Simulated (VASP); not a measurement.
# MoSe3 (P4/mmm) in VASP: notebook

MoSe3 is run at these levels: PBE; tasks: single point, relaxation of cell and atoms.

All numbers are computed with VASP 6.6.1; they aren't measurements. Logs are shortened: lines on timing, memory, paths and dates and some standing lists are left out, and cuts for length are marked.

### 1 The cell of the first run

The structure is tetragonal, space group P4/mmm (No. 123). Conventional cell: a = 4.390 Å, b = 4.390 Å, c = 4.413 Å, α = 90.00°, β = 90.00°, γ = 90.00°. Within 4.1 Å of Mo (site symmetry 4/mmm) lie 12 Se at 3.10 to 3.11 Å. Within 4.1 Å of Se (site symmetry mmm) lie 8 Se at 3.10 to 3.11 Å and 4 Mo at 3.11 Å. Within 4.1 Å of Se (site symmetry 4/mmm) lie 4 Mo at 3.10 Å and 8 Se at 3.11 Å.

The cell was generated, and may not be a known phase.

### 2 Single point, PBE, collinear spin

INCAR

```
SYSTEM = MoSe3
PREC = Accurate
ENCUT = 520
EDIFF = 1E-6
ISMEAR = 0
SIGMA = 0.1
LREAL = .False.
LASPH = .True.
NELM = 150
ALGO = Normal
ISIF = 2
LWAVE = .False.
LCHARG = .False.
ISPIN = 2
MAGMOM = 1 0 0 0
LORBIT = 11
LMAXMIX = 4
GGA = PE
NBANDS = 28
```

KPOINTS

```
regular mesh
0
Gamma
  4 4 4
  0 0 0
```

POSCAR

```
MoSe3
1.0
    4.3895381800      0.0000000000      0.0000000000
    0.0000000000      4.3895381800      0.0000000000
    0.0000000000      0.0000000000      4.4130286000
Mo Se
1 3
Direct
    0.0000000000      0.0000000000      0.0000000000
    0.0000000000      0.5000000000      0.5000000000
    0.5000000000      0.0000000000      0.5000000000
    0.5000000000      0.5000000000      0.0000000000
```

Potentials or basis: VASP PAW PBE potentials, release 64 (Mo_sv, Se).

On the command line:

```console
cat potpaw_PBE.64/Mo_sv/POTCAR potpaw_PBE.64/Se/POTCAR > POTCAR
mpirun -np 1 vasp_std > vasp.out
```

OUTCAR:

```text
SYSTEM = MoSe3
   PREC = Accurate
   ENCUT = 520
   EDIFF = 1E-6
   ISMEAR = 0
   LREAL = .False.
   LASPH = .True.
   NELM = 150
   ISIF = 2
   ISPIN = 2
   LORBIT = 11
   GGA = PE

 ion  position               nearest neighbor table
   1  0.000  0.000  0.000-   4 3.10   4 3.10   4 3.10   4 3.10   3 3.11   2 3.11   3 3.11   2 3.11
                             3 3.11   2 3.11   3 3.11   2 3.11
   2  0.000  0.500  0.500-   1 3.11   1 3.11   1 3.11   1 3.11
   3  0.500  0.000  0.500-   1 3.11   1 3.11   1 3.11   1 3.11
   4  0.500  0.500  0.000-   1 3.10   1 3.10   1 3.10   1 3.10

  LATTYP: Found a simple tetragonal cell.
 ALAT       =     4.3895381800
 C/A-ratio  =     1.0053514559

  Lattice vectors:

 A1 = (   4.3895381800,   0.0000000000,   0.0000000000)
 A2 = (   0.0000000000,   4.3895381800,   0.0000000000)
 A3 = (   0.0000000000,   0.0000000000,   4.4130286000)

Analysis of symmetry for initial positions (statically):
=====================================================================
 Subroutine PRICEL returns:
 Original cell was already a primitive cell.

 Routine SETGRP: Setting up the symmetry group for a
 simple tetragonal supercell.

 Subroutine GETGRP returns: Found 16 space group operations
 (whereof 16 operations were pure point group operations)
 out of a pool of 16 trial point group operations.

The static configuration has the point symmetry D_4h.

Analysis of symmetry for dynamics (positions and initial velocities):
=====================================================================
 Subroutine PRICEL returns:
 Original cell was already a primitive cell.

 Routine SETGRP: Setting up the symmetry group for a
 simple tetragonal supercell.

 Subroutine GETGRP returns: Found 16 space group operations
 (whereof 16 operations were pure point group operations)
 out of a pool of 16 trial point group operations.

The dynamic configuration has the point symmetry D_4h.

Analysis of structural, dynamic, and magnetic symmetry:
=====================================================================
 Subroutine PRICEL returns:
 Original cell was already a primitive cell.

 Routine SETGRP: Setting up the symmetry group for a
 simple tetragonal supercell.

 Subroutine GETGRP returns: Found 16 space group operations
 (whereof 16 operations were pure point group operations)
 out of a pool of 16 trial point group operations.

The overall configuration has the point symmetry D_4h.

 Subroutine INISYM returns: Found 16 space group operations
 (whereof 16 operations are pure point group operations),
 and found     1 'primitive' translations

----------------------------------------------------------------------------------------

                                     Primitive cell

  volume of cell :      85.0304

  direct lattice vectors                    reciprocal lattice vectors
     4.389538180  0.000000000  0.000000000     0.227814398  0.000000000  0.000000000
     0.000000000  4.389538180  0.000000000     0.000000000  0.227814398  0.000000000
     0.000000000  0.000000000  4.413028600     0.000000000  0.000000000  0.226601749

  length of vectors
     4.389538180  4.389538180  4.413028600     0.227814398  0.227814398  0.226601749

  position of ions in fractional coordinates (direct lattice)
     0.000000000  0.000000000  0.000000000
     0.000000000  0.500000000  0.500000000
     0.500000000  0.000000000  0.500000000
     0.500000000  0.500000000  0.000000000

  ion indices of the primitive-cell ions
   primitive index   ion index
                 1           1
                 2           2
                 3           3
                 4           4

----------------------------------------------------------------------------------------

 KPOINTS: regular mesh

Automatic generation of k-mesh.
 Grid dimensions read from file:
 generate k-points for:    4    4    4

 Generating k-lattice:

  Cartesian coordinates                     Fractional coordinates (reciprocal lattice)
     0.056953600  0.000000000  0.000000000     0.250000000  0.000000000  0.000000000
     0.000000000  0.056953600  0.000000000     0.000000000  0.250000000  0.000000000
     0.000000000  0.000000000  0.056650437     0.000000000  0.000000000  0.250000000

  Length of vectors
     0.056953600  0.056953600  0.056650437

  Shift w.r.t. Gamma in fractional coordinates (k-lattice)
     0.000000000  0.000000000  0.000000000

 Subroutine IBZKPT returns following result:
 ===========================================

 Found     18 irreducible k-points:

 Following reciprocal coordinates:
            Coordinates               Weight
  0.000000  0.000000  0.000000      1.000000
  0.250000  0.000000  0.000000      4.000000
  0.500000  0.000000  0.000000      2.000000
  0.250000  0.250000  0.000000      4.000000
  0.500000  0.250000  0.000000      4.000000
  0.500000  0.500000  0.000000      1.000000
[... 10 lines left out ...]
  0.500000  0.250000  0.500000      4.000000
  0.500000  0.500000  0.500000      1.000000
   k-points           NKPTS =     18   k-points in BZ     NKDIM =     18   number of bands    NBANDS=     28
   number of dos      NEDOS =    301   number of ions     NIONS =      4
   total plane-waves  NPLWV =  46656
   dimension x,y,z NGX =    36 NGY =   36 NGZ =   36
   dimension x,y,z NGXF=    72 NGYF=   72 NGZF=   72
   ions per type =               1   3
   NGX,Y,Z   is equivalent  to a cutoff of  13.63, 13.63, 13.56 a.u.
   NGXF,Y,Z  is equivalent  to a cutoff of  27.27, 27.27, 27.12 a.u.
 SYSTEM =  MoSe3
   PREC   = accura    normal or accurate (medium, high low for compatibility)
   ISTART =      0    job   : 0-new  1-cont  2-samecut
   ICHARG =      2    charge: 1-file 2-atom 10-const
   ISPIN  =      2    spin polarized calculation?
   LNONCOLLINEAR =      F non collinear calculations
   LSORBIT =      F    spin-orbit coupling
   LASPH  =      T    aspherical Exc in radial PAW
   ENCUT  =  520.0 eV  38.22 Ry    6.18 a.u.   8.16  8.16  8.21*2*pi/ulx,y,z
   NELM   =    150;   NELMIN=  2; NELMDL= -5     # of ELM steps
   EDIFF  = 0.1E-05   stopping-criterion for ELM
   LREAL  =      F    real-space projection
[... 7 lines left out ...]
   TEBEG  =    0.0;   TEEND  =   0.0 temperature during run
   PSTRESS=    0.0 pullay stress
   NELECT =      32.0000    total number of electrons
   NUPDOWN=      -1.0000    fix difference up-down
   EMIN   =  10.00;   EMAX   =-10.00  energy-range for DOS
   EFERMI =   0.00;   METHOD = LEGACY
   ISMEAR =     0;   SIGMA  =   0.10  broadening in eV -4-tet -1-fermi 0-gaus
   EFERMI_NEDOS =   21; number of points for ismear=-14 and -15
   IALGO  =     38    algorithm
   IMIX   =      4    mixing-type and parameters
     AMIX     =   0.40;   BMIX     =  1.00
     AMIX_MAG =   1.60;   BMIX_MAG =  1.00
  volume/ion in A,a.u.               =      21.26       143.45
  Fermi-wavevector in a.u.,A,eV,Ry     =   1.181952  2.233566 19.007498  1.397012
  Thomas-Fermi vector in A             =   2.318216
   LORBIT       =     11    0 simple, 1 ext, 2 COOP (PROOUT), +10 PAW based schemes
   GGA     = PE    functional components
   LHFCALC =     F    Hartree Fock is set to
   AEXX    =    0.0000 exact exchange contribution
   IVDW    =     0    specifies the selected vdW correction
   LEPSILON=     F    determine dielectric tensor
   LRPA    =     F    only Hartree local field effects (RPA)
 spin polarized calculation
 Gauss-broadening in eV      SIGMA  =   0.10
  energy-cutoff  :      520.00
  volume of cell :       85.03
 maximum number of plane-waves:      2309
 NGX is ok and might be reduce to    36
   NGX = 17   NGY = 17   NGZ = 17

 number of electron      32.0000000 magnetization       0.0287781

 number of electron      32.0000000 magnetization      -0.0004247

 Free energy of the ion-electron system (eV)
  ---------------------------------------------------
  ext. energy  EPLUGINS =         0.00000000
  ---------------------------------------------------
  free energy    TOTEN  =       -17.66423819 eV

  energy without entropy =      -17.62603812  energy(sigma->0) =      -17.64513816

 E-fermi :   6.2577     XC(G=0): -10.6918

 val. band max:        6.2550732965   @ k =   0.5000   0.2500   0.2500
 cond. band min:       6.2603548998   @ k =   0.2500   0.0000   0.0000
 fundamental gap:      0.0052816033
 Fermi energy:         6.2576642744

 spin component 1

 k-point     1 :       0.0000    0.0000    0.0000
  band No.  band energies     occupation
      1     -54.9717      1.00000
      2     -29.0273      1.00000
      3     -29.0263      1.00000
      4     -29.0263      1.00000
      5      -9.2159      1.00000
      6      -5.8005      1.00000
[... 20 lines left out ...]
     27      14.1730      0.00000
[... 504 lines left out ...]
      5      -6.9524      1.00000
      6      -6.9524      1.00000
[... 20 lines left out ...]
     27      16.6245      0.00000
     28      16.7004      0.00000
 Fermi energy:         6.2576642744

 spin component 2

 k-point     1 :       0.0000    0.0000    0.0000
  band No.  band energies     occupation
      1     -54.9718      1.00000
      2     -29.0274      1.00000
      3     -29.0264      1.00000
      4     -29.0264      1.00000
      5      -9.2159      1.00000
      6      -5.8006      1.00000
[... 20 lines left out ...]
     27      14.1730      0.00000
[... 505 lines left out ...]
      6      -6.9524      1.00000
[... 20 lines left out ...]
     27      16.6245      0.00000
     28      16.7005      0.00000

------------------------ aborting loop because EDIFF is reached ----------------------------------------

  FORCE on cell =-STRESS in cart. coord.  units (eV):
  Direction    XX          YY          ZZ          XY          YZ          ZX
  --------------------------------------------------------------------------------------
  -------------------------------------------------------------------------------------
  Total       -5.1789977     -5.1789977     -4.8968934      0.0000000     -0.0000000      0.0000000
  in kB      -97.5847376    -97.5847376    -92.2692147      0.0000000     -0.0000000      0.0000000
  external PRESSURE =     -95.8128966 kB  Pullay stress =       0.0000000 kB

 VOLUME and BASIS-vectors are now :
 -----------------------------------------------------------------------------
  energy-cutoff  :      520.00
  volume of cell :       85.03
      direct lattice vectors                 reciprocal lattice vectors
     4.389538180  0.000000000  0.000000000     0.227814398  0.000000000  0.000000000
     0.000000000  4.389538180  0.000000000     0.000000000  0.227814398  0.000000000
     0.000000000  0.000000000  4.413028600     0.000000000  0.000000000  0.226601749

 POSITION                                       TOTAL-FORCE (eV/Angst)
 -----------------------------------------------------------------------------------
      0.00000      0.00000      0.00000         0.000000      0.000000      0.000000
      0.00000      2.19477      2.20651         0.000000      0.000000      0.000000
      2.19477      0.00000      2.20651         0.000000      0.000000      0.000000
      2.19477      2.19477      0.00000         0.000000      0.000000      0.000000
 -----------------------------------------------------------------------------------
    total drift:                                0.000000      0.000000      0.000000

  FREE ENERGIE OF THE ION-ELECTRON SYSTEM (eV)
  ---------------------------------------------------
  free  energy   TOTEN  =       -17.6642381945 eV

  energy  without entropy=      -17.6260381242  energy(sigma->0) =      -17.64513816

 total charge

# of ion       s       p       d       tot
------------------------------------------
    1        2.165   6.016   3.813  11.994
    2        1.530   2.074   0.046   3.650
    3        1.530   2.074   0.046   3.650
    4        1.528   2.080   0.046   3.654
--------------------------------------------------
tot          6.754  12.245   3.950  22.948

 magnetization (x)

# of ion       s       p       d       tot
------------------------------------------
    1       -0.000  -0.000  -0.000  -0.000
    2       -0.000  -0.000  -0.000  -0.000
    3       -0.000  -0.000  -0.000  -0.000
    4       -0.000  -0.000  -0.000  -0.000
--------------------------------------------------
tot         -0.000  -0.000  -0.000  -0.000
```

It took 5.2 min on 1 thread of Intel Xeon 8259CL, shared host; peak memory 0.27 GiB.

What came out:

| Quantity | Value |
| --- | --- |
| Free energy | -17.6642 eV |
| Pressure | -9.6 GPa |
| Band gap on the k mesh | zero (filled and empty bands overlap) |
| Net moment | 0.00 μB per cell |
| Valence electrons inside the program's atomic spheres | Mo 11.99; Se 3.65 |

Stress tensor (GPa, compression positive):
```
-9.76  0.00  0.00
 0.00 -9.76  0.00
 0.00  0.00 -9.23
```

Levels at points of the mesh, in eV from the Fermi level:
Spin up:
```csv
k point,band 13,band 14,band 15,band 16,band 17,band 18,band 19,band 20
"(0.00, 0.00, 0.00)",-1.34,-0.81,-0.78,-0.65,-0.65,-0.65,0.50,0.80
"(0.50, 0.00, 0.00)",-2.86,-2.24,-0.58,-0.54,-0.54,-0.11,1.85,2.00
"(0.50, 0.50, 0.00)",-2.87,-2.70,-0.67,-0.15,0.07,1.09,1.77,1.77
"(0.00, 0.00, 0.50)",-2.85,-2.22,-0.54,-0.53,-0.53,-0.12,1.83,1.99
"(0.50, 0.00, 0.50)",-2.85,-2.69,-0.71,-0.16,0.06,1.05,1.75,1.80
"(0.50, 0.50, 0.50)",0.00,0.01,0.01,0.03,0.05,1.10,1.10,1.14
```
Spin down:
```tsv
k point	band 12	band 13	band 14	band 15	band 16	band 17	band 18	band 19	band 20	band 21
(0.00, 0.00, 0.00)	-1.34	-1.34	-0.81	-0.78	-0.65	-0.65	-0.65	0.50	0.80	0.80
(0.50, 0.00, 0.00)	-2.88	-2.86	-2.24	-0.58	-0.54	-0.54	-0.11	1.85	2.00	2.03
(0.50, 0.50, 0.00)	-2.87	-2.87	-2.70	-0.67	-0.15	0.07	1.09	1.77	1.77	2.19
(0.00, 0.00, 0.50)	-2.85	-2.85	-2.22	-0.54	-0.53	-0.53	-0.12	1.83	1.99	1.99
(0.50, 0.00, 0.50)	-2.86	-2.85	-2.69	-0.71	-0.16	0.06	1.05	1.75	1.80	2.19
(0.50, 0.50, 0.50)	-0.02	0.00	0.01	0.01	0.03	0.05	1.10	1.10	1.14	1.18
```

Caveat: the cell stands under tension.

### 3 Relaxation of cell and atoms, PBE, collinear spin

INCAR

```
PREC = Accurate
ENCUT = 600
EDIFF = 1E-7
ISMEAR = 0
SIGMA = 0.1
LREAL = False
LASPH = True
NELM = 150
ALGO = Normal
ISIF = 3
LWAVE = False
LCHARG = False
ISPIN = 2
MAGMOM = 1 0 0 0
LORBIT = 11
LMAXMIX = 4
GGA = PE
IBRION = 2
NSW = 90
EDIFFG = -0.04
```

KPOINTS

```
Automatic mesh
0
Gamma
  4 4 4
```

POSCAR is that of step 2.

Potentials or basis: VASP PAW PBE potentials, release 64 (Mo_sv, Se).

On the command line:

```console
cat potpaw_PBE.64/Mo_sv/POTCAR potpaw_PBE.64/Se/POTCAR > POTCAR
mpirun -np 1 vasp_std > vasp.out
```

Wall time 71 min (1 thread of Intel Xeon 8259CL, shared host); peak memory 0.3 GiB.

The run converged. Its results:

- Free energy: -18.7791 eV
- Relaxed volume: 21.10 Å³/atom
- Relaxed cell: a = 3.692 Å, b = 3.692 Å, c = 6.194 Å, α = 90.00°, β = 90.00°, γ = 90.00°
- Space group after relaxing (to 0.1 Å): P4/mmm (No. 123)
- Energy gained by relaxing: 278.7 meV/atom
- Ionic steps: 36
- Pressure after relaxing: -0.1 GPa
- Band gap on the k mesh: zero (filled and empty bands overlap)
- Net moment: 0.00 μB per cell
- Valence electrons inside the program's atomic spheres: Mo 12.13; Se 3.74, 3.86 (each value once)

Stress tensor (GPa, compression positive):
```
-0.02  0.00  0.00
 0.00 -0.02  0.00
 0.00  0.00 -0.11
```

The path:
```
step  energy change (eV)  largest force (eV/Å)  pressure (GPa)  volume (Å³)
   1              0.0000                0.0000           -9.60        85.03
   2             -0.2788                0.0000            6.56        70.30
   3             -0.3598                0.0000            0.00        74.49
   4             -0.3597                0.0000            0.27        74.29
   5             -0.3610                0.0000           -0.15        74.60
   6             -0.3631                0.0000           -1.36        75.56
   7             -0.3633                0.0000           -1.38        75.59
   8             -0.3639                0.0000           -1.45        75.65
   9             -0.3651                0.0000           -1.60        75.78
  10             -0.3680                0.0000           -1.88        76.04
  11             -0.3753                0.0000           -2.40        76.55
  12             -0.3984                0.0000           -3.39        77.56
  13             -0.4674                0.0000           -5.41        79.51
  14             -0.5342                0.0000           -8.07        83.16
  15             -0.5348                0.0000           -8.11        83.23
  16             -0.5365                0.0000           -8.18        83.41
  17             -0.5403                0.0000           -8.32        83.78
  18             -0.5506                0.0000           -8.54        84.49
  19             -0.5770                0.0000           -8.90        85.88
  20             -0.6489                0.0000           -9.21        88.47
  21             -0.8464                0.0000           -7.73        92.91
  22             -0.9262                0.0000           -0.96        98.99
  23             -0.9415                0.0000           -5.55        95.53
  24             -0.9606                0.0000           -5.46        94.38
  25             -1.0121                0.0000           -5.08        90.94
  26             -1.0355                0.0000           -3.26        83.99
  27             -1.0401                0.0000           -3.82        85.62
  28             -1.0400                0.0000           -4.24        87.00
  29             -1.0631                0.0000           -3.61        86.66
  30             -1.1076                0.0000           -1.52        85.63
  31             -1.0588                0.0000            3.65        83.49
  32             -1.1137                0.0000           -0.37        85.11
  33             -1.1137                0.0000           -0.26        85.07
  34             -1.1139                0.0000           -0.23        85.01
  35             -1.1144                0.0000           -0.19        84.81
  36             -1.1150                0.0000           -0.05        84.42
```

Final structure:
```
Mo Se
1.0
     3.69160    0.00000    0.00000
     0.00000    3.69160    0.00000
     0.00000    0.00000    6.19450
Mo Se
1 3
Direct
  0.00000 0.00000 0.00000
  0.00000 0.50000 0.50000
  0.50000 0.00000 0.50000
  0.50000 0.50000 0.00000
```

Levels at points of the mesh, in eV from the Fermi level:
Spin up:
```csv
k point,band 13,band 14,band 15,band 16,band 17,band 18,band 19,band 20
"(0.00, 0.00, 0.00)",-2.24,-1.15,-1.07,-0.57,-0.41,-0.41,0.47,2.22
"(0.50, 0.00, 0.00)",-2.06,-1.69,-1.34,-0.59,-0.18,-0.09,0.55,1.23
"(0.50, 0.50, 0.00)",-3.11,-2.60,-0.05,0.28,0.28,0.41,1.00,2.40
"(0.00, 0.00, 0.50)",-2.37,-2.37,-1.15,-0.22,-0.22,0.49,0.86,3.41
"(0.50, 0.00, 0.50)",-2.29,-2.14,-1.43,-1.33,0.06,0.09,1.30,1.44
"(0.50, 0.50, 0.50)",-1.36,-1.36,-1.23,-1.23,-0.60,0.41,0.97,1.40
```
Spin down:
```
           k point  band 13  band 14  band 15  band 16  band 17  band 18  band 19  band 20
(0.00, 0.00, 0.00)    -2.24    -1.15    -1.07    -0.57    -0.41    -0.41     0.47     2.22
(0.50, 0.00, 0.00)    -2.06    -1.69    -1.34    -0.59    -0.18    -0.09     0.55     1.23
(0.50, 0.50, 0.00)    -3.11    -2.60    -0.05     0.28     0.28     0.41     1.00     2.40
(0.00, 0.00, 0.50)    -2.37    -2.37    -1.15    -0.22    -0.22     0.49     0.86     3.41
(0.50, 0.00, 0.50)    -2.29    -2.14    -1.43    -1.33     0.06     0.09     1.30     1.44
(0.50, 0.50, 0.50)    -1.36    -1.36    -1.23    -1.23    -0.60     0.41     0.97     1.40
```

Caveat: a cell axis changed by over 15 % at a fixed basis, so the end point is rough.

The gap in the log of VASP goes by the Fermi energy; the results here count the filled bands.